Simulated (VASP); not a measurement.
A run of VASP 6.6.1 is set up as follows.

File INCAR:

```
  PREC = Accurate
  ENCUT = 520
  EDIFF = 1E-6
  ISMEAR = -1
  SIGMA = 0.1
  LREAL = False
  LASPH = True
  NELM = 60
  ALGO = Normal
  ISIF = 2
  LWAVE = False
  LCHARG = False
  GGA = CA
  NBANDS = 10
```

KPOINTS

```
regular mesh
0
Gamma
  8 8 8
```

File POSCAR:

```
Rb
1.0
   -2.6859640533      2.6859640533      2.6859640533
    2.6859640533     -2.6859640533      2.6859640533
    2.6859640533      2.6859640533     -2.6859640533
Rb
1
Direct
    0.0000000000      0.0000000000      0.0000000000
```

Potentials or basis: VASP PAW LDA potentials, release 64 (Rb_sv).

Launch:

```bash
$ cat potpaw_LDA.64/Rb_sv/POTCAR > POTCAR
$ mpirun -np 1 vasp_std > vasp.out
```

Task: Estimate the pressure.

Result: 0.0 GPa.
